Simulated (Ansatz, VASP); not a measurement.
**One calculation of InSi2B3, two programs**

```xyz
6
Lattice="3.6330 0.0000 0.0000 -1.8165 3.1463 0.0000 0.0000 0.0000 6.7430" Properties=species:S:1:pos:R:3 pbc="T T T"
In    0.0000    0.0000    3.3715
Si    0.0000    2.0975    5.0329
Si    1.8165    1.0488    1.7101
B     0.0000    0.0000    1.1134
B     0.0000    0.0000    5.6297
B     0.0000    0.0000    0.0000
```

Alike in both runs: task single point; functional PBE; k mesh 6 × 6 × 4; occupations gaussian, width 0.1 eV; no spin polarisation.

|  | VASP | Ansatz |
| --- | --- | --- |
| version | VASP 6.6.1 | Ansatz 0.2.0 |
| potentials or method | VASP PAW PBE potentials, release 64 (In_d, Si, B), cutoff 520 eV | scalar-relativistic, plane waves, PAW |
| valence electrons in the cell | 30 | 30 |

```tsv
	VASP	Ansatz	Ansatz less VASP
gap on the k mesh at the Fermi level (eV)	none	none	-
rms of the force components (eV/Å)	12.072	11.916	-0.1555
```

Atom by atom the forces differ by 0.156 eV/Å (rms over components). A gap of «none» marks a metal or a gap that the smearing closes.
